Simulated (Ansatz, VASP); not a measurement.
**MgO: VASP beside Ansatz**

```
Mg O
1.0
     0.00000    2.10217    2.10217
     2.10217    0.00000    2.10217
     2.10217    2.10217    0.00000
Mg O
1 1
Direct
  0.00000 0.00000 0.00000
  0.50000 0.50000 0.50000
```

Alike in both runs: task single point; functional r2SCAN; k mesh 10 × 10 × 10; no spin polarisation.

```csv
,VASP,Ansatz
version,VASP 6.6.1,Ansatz 0.2.0
potentials or method,"VASP PAW PBE potentials, release 64 (Mg_sv, O)","plane waves, PAW"
plane-wave cutoff (eV),920,500
occupations,"gaussian, width 0.01 eV",fixed
valence electrons in the cell,16,16
```

Ansatz gave:

```
gap on the k mesh at the Fermi level (eV) : 5.68
pressure (GPa)                            : 0.0
```

**Question.** Which values does VASP return?

**Answer.** gap on the k mesh at the Fermi level (eV): 5.70; pressure (GPa): 0.5.

VASP's potentials were made for PBE, not for r2SCAN.
